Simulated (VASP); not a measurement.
Runs of VASP 6.6.1 on Os. The structure is that of space group P6_3/mmc (No. 194), or close to it. The cells are those of the table. 

```tsv
cell	further INCAR settings	gap on the mesh (eV)	pressure (GPa)
a = 2.505, b = 2.505, c = 5.145 Å, angles 90.0, 90.0, 120.0°, 2 atoms	ALGO = Fast; EDIFF = 1e-06; NBANDS = 15	none	31.5
a = 2.649, b = 2.649, c = 4.603 Å, angles 90.0, 90.0, 120.0°, 2 atoms	ALGO = Fast; EDIFF = 1e-06; NBANDS = 15	none	(b)
a = 2.690, b = 2.690, c = 4.463 Å, angles 90.0, 90.0, 120.0°, 2 atoms	ALGO = Fast; EDIFF = 1e-06; NBANDS = 15	none	(a)
a = 2.945, b = 2.945, c = 3.723 Å, angles 90.0, 90.0, 120.0°, 2 atoms	ALGO = Fast; EDIFF = 1e-07; NBANDS = 15	none	22.7
a = 2.573, b = 2.573, c = 4.878 Å, angles 90.0, 90.0, 120.0°, 2 atoms	ALGO = Fast; EDIFF = 1e-06; NBANDS = 15	none	(c)
a = 2.886, b = 2.886, c = 3.876 Å, angles 90.0, 90.0, 120.0°, 2 atoms	ALGO = Fast; EDIFF = 1e-06; NBANDS = 15	none	12.6
a = 2.772, b = 2.772, c = 4.204 Å, angles 90.0, 90.0, 120.0°, 2 atoms	ALGO = Fast; EDIFF = 1e-07; NBANDS = 15	none	-0.8
a = 2.811, b = 2.811, c = 4.086 Å, angles 90.0, 90.0, 120.0°, 2 atoms	ALGO = Fast; EDIFF = 1e-06; NBANDS = 15	none	2.6
```

Alike in all rows: task single point; level PBEsol; potentials or basis VASP PAW PBE potentials, release 64 (Os); no spin polarisation; k mesh 24 × 24 × 12; cutoff (eV) 520; smearing gaussian 0.15 eV.

Q: Estimate the missing entries.

A: (a) -2.0; (b) 0.9; (c) 13.1.

Caveats: the PAW data sets were made with another functional, which shifts forces and pressure a little; spin-orbit coupling is left out, which moves the levels of the heavy elements.

A k mesh can miss the band edges, and the runs leave out spin-orbit coupling on Os.

A gap of «none» marks levels without a gap at the run's occupations.
